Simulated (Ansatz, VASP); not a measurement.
# Ag in VASP and in Ansatz

File INCAR:

```
SYSTEM = Ag
PREC = Accurate
ENCUT = 520
EDIFF = 1E-6
ISMEAR = 1
SIGMA = 0.3
LREAL = .False.
LASPH = .True.
NELM = 80
ALGO = Normal
ISIF = 2
LWAVE = .False.
LCHARG = .False.
GGA = PE
NBANDS = 12
```

File KPOINTS:

```
regular mesh
0
Gamma
  13 13 13
  0 0 0
```

POSCAR

```
Ag
1.0
    0.0000000000      2.0734381516      2.0734381516
    2.0734381516      0.0000000000      2.0734381516
    2.0734381516      2.0734381516      0.0000000000
Ag
1
Direct
    0.0000000000      0.0000000000      0.0000000000
```

Input for Ansatz:

```yaml
crystal:
  lattice:
    - [0.0, 2.0734381516, 2.0734381516]
    - [2.0734381516, 0.0, 2.0734381516]
    - [2.0734381516, 2.0734381516, 0.0]
  atoms:
    - { symbol: Ag, position: [0.0, 0.0, 0.0] }
hamiltonian:
  xc: pbe
  pseudopotentials:
    kind: paw
    azcp:
      Ag: "pseudopotentials/Ag.paw.azcp"
basis:
  ecutwfc: 420
  fft_grid_basis: typed
kpoints:
  mp_grid: { grid: [13, 13, 13], shift: [0, 0, 0] }
magnetization:
  spin_polarized: false
scf:
  occupations: { method: methfessel_paxton, width: 0.3 }
  lower_state_search: "off"
output:
  stress: true
```

Alike in both runs: task single point; functional PBE; k mesh 13 × 13 × 13; occupations methfessel-paxton of order 1, width 0.3 eV; no spin polarisation.

|  | VASP | Ansatz |
| --- | --- | --- |
| version | VASP 6.6.1 | Ansatz 0.2.0 |
| potentials or method | VASP PAW PBE potentials, release 64 (Ag), cutoff 520 eV | plane waves (420 eV) with PAW, scalar-relativistic |
| valence electrons in the cell | 11 | 19 |

|  | VASP | Ansatz | Ansatz less VASP |
| --- | --- | --- | --- |
| pressure (GPa) | -0.1 | 0.0 | +0.11 |

VASP's potentials hold 11 valence electrons a cell and Ansatz's 19, so a difference there can come from the potentials and not from the codes.
